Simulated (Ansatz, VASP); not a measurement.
## KTaO3 in VASP and in Ansatz

```
CELL_PARAMETERS angstrom
3.98830 0.05982 0.05982
0.05982 3.98830 0.05982
0.05982 0.05982 3.98830
ATOMIC_POSITIONS crystal
K 0.50000 0.50000 0.50000
Ta 0.00000 0.00000 0.00000
O 0.50000 0.00000 0.00000
O 0.00000 0.50000 0.00000
O 0.00000 0.00000 0.50000
```

Change from the starting cell: equal xy, yz and zx shear strains of +3 %, PAW files.

Alike in both runs: task electric field gradients; functional PBE; k mesh 5 × 5 × 5; occupations fermi-dirac, width 0.01 eV; no spin polarisation.

|  | VASP | Ansatz |
| --- | --- | --- |
| version | VASP 6.6.1 | Ansatz 0.2.0 |
| potentials or method | VASP PAW PBE potentials, release 64 (K_sv, Ta_pv, O) | PAW with Ansatz's default frozen-core files, scalar-relativistic |
| plane-wave cutoff (eV) | 520 | 420 |
| valence electrons in the cell | 38 | 40 |

```csv
,VASP,Ansatz,Ansatz less VASP
gap on the k mesh at the Fermi level (eV),2.21,2.25,+0.046
pressure (GPa),6.2,5.5,-0.67
"traceless stress, the component that is largest in VASP (GPa)",-3.01,-3.01,+0.004
size of Vzz on the site where it differs most (V/Å²),68.0,79.0,+11.02
```

VASP's potentials hold 38 valence electrons a cell and Ansatz's 40, so a difference there can come from the potentials and not from the codes.

Spin-orbit coupling is off throughout.
